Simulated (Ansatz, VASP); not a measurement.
## One calculation of Si, two programs

```
Si
1.0
     0.00000    2.68757    2.68757
     2.68757    0.00000    2.68757
     2.68757    2.68757    0.00000
Si
2
Direct
  0.00000 0.00000 0.00000
  0.25000 0.25000 0.25000
```

Alike in both runs: task single point; functional PBE; k mesh 12 × 12 × 12; no spin polarisation.

|  | VASP | Ansatz |
| --- | --- | --- |
| version | VASP 6.6.1 | Ansatz 0.2.0 |
| potentials or method | VASP PAW PBE potentials, release 64 (Si), cutoff 500 eV | scalar-relativistic, plane waves, PAW |
| occupations | gaussian, width 0.01 eV | fixed |
| valence electrons in the cell | 8 | 8 |

VASP gave:

| Property | Result |
| --- | --- |
| gap on the k mesh at the Fermi level (eV) | 0.52 |
| least direct gap on the mesh (eV) | 2.58 |
| pressure (GPa) | 5.1 |

Problem. Which values does Ansatz return?

Solution. gap on the k mesh at the Fermi level (eV): 0.51; least direct gap on the mesh (eV): 2.57; pressure (GPa): 5.2.
